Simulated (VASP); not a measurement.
Set up this calculation in VASP 6.6.1, as the native input.

- Task: single point
- Functional: PBE
- Potentials or basis: VASP PAW PBE potentials, release 64 (Pd, Br)
- Cutoff: 520 eV
- k mesh: 6 × 6 × 1
- Occupations: fermi-dirac, width 0.05 eV
- Spin: no spin polarisation
- Dipole correction: yes
- Further INCAR settings: ALGO = Normal; EDIFF = 1e-06; NBANDS = 80

The structure of Pd6Br lies in POSCAR:

```
Pd6Br
1.0
    5.5010079149      0.0000000000      0.0000000000
   -2.7505039575      4.7640126007      0.0000000000
    0.0000000000      0.0000000000     24.8755541542
Pd Br
12 2
Direct
    0.3333333333      0.1666666667      0.3216008757
    0.3333333333      0.6666666667      0.3216008757
    0.8333333333      0.1666666667      0.3216008757
    0.8333333333      0.6666666667      0.3216008757
    0.6666666667      0.3333333333      0.4118813601
    0.6666666667      0.8333333333      0.4118813601
    0.1666666667      0.3333333333      0.4118813601
    0.1666666667      0.8333333333      0.4118813601
    0.0000000000      0.5000000000      0.5021618444
    0.0000000000      0.0000000000      0.5021618444
    0.5000000000      0.5000000000      0.5021618444
    0.5000000000      0.0000000000      0.5021618444
    0.1666666667      0.3333333333      0.6139181487
    0.1666666667      0.3333333333      0.7097552097
```

One way to write it, as run:

INCAR

```
PREC = Accurate ; ENCUT = 520
EDIFF = 1E-6 ; ISMEAR = -1
SIGMA = 0.05 ; LREAL = F
LASPH = T ; NELM = 80
ALGO = Normal ; ISIF = 2
LWAVE = F ; LCHARG = F
LDIPOL = T ; IDIPOL = 3
DIPOL = 0.5 0.5 0.448 ; GGA = PE
NBANDS = 80
```

KPOINTS

```
regular mesh
0
Gamma
  6 6 1
```

Potentials or basis: VASP PAW PBE potentials, release 64 (Pd, Br).

Run with:

```console
$ cat potpaw_PBE.64/Pd/POTCAR potpaw_PBE.64/Br/POTCAR > POTCAR
$ mpirun -np 1 vasp_std > vasp.out
```

It gave:

* Largest force: 1.001 eV/Å
* Band gap on the k mesh: zero (bands 67 and 68 overlap by 0.45 eV)

Wall time 14 min on 1 thread of AMD EPYC 7R13 Processor (Zen 3), with other jobs on the host, peak memory 0.83 GiB.
